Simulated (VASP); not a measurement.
MnPt2:

```xyz
3
Lattice="2.8584 0.0000 0.0000 -1.4292 2.4755 0.0000 0.0000 0.0000 6.5325" Properties=species:S:1:pos:R:3 pbc="T T T"
Pt    1.4292    0.8252    2.0656
Pt    0.0000    1.6503    4.4669
Mn    0.0000    0.0000    0.0000
```

Base run:

- Program: VASP 6.6.1
- Functional: PBEsol
- Potentials or basis: VASP PAW PBE potentials, release 64 (Pt, Mn_pv)
- Cutoff: 520 eV
- k mesh: 11 × 11 × 4
- Occupations: fermi-dirac, width 0.05 eV
- Spin: collinear spin, ferromagnetic start
- Starting moments: [0.0, 0.0, 0.25] μB

Its results: pressure -26.0 GPa; net moment 0.00 μB per cell; largest force 0.369 eV/Å.

Problem. The run is repeated on the same cell with these changes: functional from PBEsol to PBE; further incar settings from ALGO = Normal; EDIFF = 1e-06; NBANDS = 28 to ALGO = Normal; EDIFF = 1e-07; NBANDS = 28. What comes out?

Solution. Pressure -17.3 GPa; net moment 0.00 μB per cell; largest force 0.350 eV/Å.

Caveats: the cell stands under tension; the PAW data sets were made with another functional, which shifts forces and pressure a little (at least some runs).
